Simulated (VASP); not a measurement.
Set up this calculation in VASP 6.6.1, as the native input.

```
Task                   : single point
Functional             : PBE
Potentials or basis    : VASP PAW PBE potentials, release 64 (Ga_d)
Cutoff                 : 520 eV
k mesh                 : 8 × 8 × 10
Occupations            : fermi-dirac, width 0.05 eV
Spin                   : no spin polarisation
Dipole correction      : no
Further INCAR settings : ALGO = Normal; EDIFF = 1e-07; NBANDS = 26
```

The structure of Ga lies in POSCAR:

```
Ga
1.0
    3.9079788200      0.0000000000      0.0000000000
   -1.9539894100      3.3844089355      0.0000000000
    0.0000000000      0.0000000000      2.4071006177
Ga
3
Direct
    0.0000000000      0.0000000000      0.0000000000
    0.3333333333      0.6666666667      0.5000000000
    0.6666666667      0.3333333333      0.5000000000
```

This cell differs from its parent crystal: volume scaled by 0.55.

These files were run (other wordings do the same):

INCAR

```
SYSTEM = Ga
PREC = Accurate
ENCUT = 520
EDIFF = 1E-7
ISMEAR = -1
SIGMA = 0.05
LREAL = .FALSE.
LASPH = .TRUE.
NELM = 80
ALGO = Normal
ISIF = 2
LWAVE = .FALSE.
LCHARG = .TRUE.
GGA = PE
LELF = .TRUE.
LVHAR = .TRUE.
NBANDS = 26
```

KPOINTS

```
regular mesh
0
G
  8 8 10
  0 0 0
```

Potentials or basis: VASP PAW PBE potentials, release 64 (Ga_d).

Launch:

```bash
$ cat potpaw_PBE.64/Ga_d/POTCAR > POTCAR
$ mpirun -np 1 vasp_std > vasp.out
```

It gave:

* Pressure: 121.8 GPa

It took 25 s on 1 thread of AMD EPYC 9R45 96-Core Processor (Zen 5), with other jobs on the host, peak memory 0.13 GiB.
